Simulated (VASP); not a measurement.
Write the native input for VASP 6.6.1 that does the following.

| Item | Value |
| --- | --- |
| Task | single point |
| Functional | PBE |
| Potentials or basis | VASP PAW PBE potentials, release 64 (Co) |
| Cutoff | 520 eV |
| k mesh | 20 × 20 × 12 |
| Occupations | gaussian, width 0.05 eV |
| Spin | no spin polarisation |
| Dipole correction | no |
| Further INCAR settings | ALGO = Normal; EDIFF = 1e-06; NBANDS = 16 |

The structure of Co lies in POSCAR:

```
Co
1.0
    2.4937131675      0.0000000000      0.0000000000
   -1.2468565838      2.1596189528      0.0000000000
    0.0000000000      0.0000000000      4.0300901878
Co
2
Direct
    0.3333333333      0.6666666667      0.2500000000
    0.6666666667      0.3333333333      0.7500000000
```

One way to write it, as run:

INCAR

```
PREC     = Accurate       # precision mode
ENCUT    = 520            # plane-wave cutoff, eV
EDIFF    = 1E-6           # SCF threshold, eV
ISMEAR   = 0              # smearing method
SIGMA    = 0.05           # smearing width, eV
LREAL    = F              # projectors in reciprocal space
LASPH    = T              # aspherical terms in the spheres
NELM     = 60             # most SCF steps
ALGO     = Normal         # electronic algorithm
ISIF     = 2              # what is computed and relaxed
LWAVE    = F              # write WAVECAR
LCHARG   = F              # write CHGCAR
GGA      = PE             # functional
NBANDS   = 16             # bands
```

KPOINTS

```
Automatic mesh
0
Gamma
  20 20 12
```

Potentials or basis: VASP PAW PBE potentials, release 64 (Co).

Command:

```sh
$ cat potpaw_PBE.64/Co/POTCAR > POTCAR
$ mpirun -np 1 vasp_std > vasp.out
```

It gave:

- Pressure: -11.8 GPa
- Band gap on the k mesh: zero (bands 9 and 10 overlap by 1.42 eV)

Caveat: the cell stands under tension; the run has no spin polarisation, though such a crystal can be magnetic.

It took 2.3 min on 1 thread of Intel Xeon 8259CL, on a shared host, peak memory 0.2 GiB.
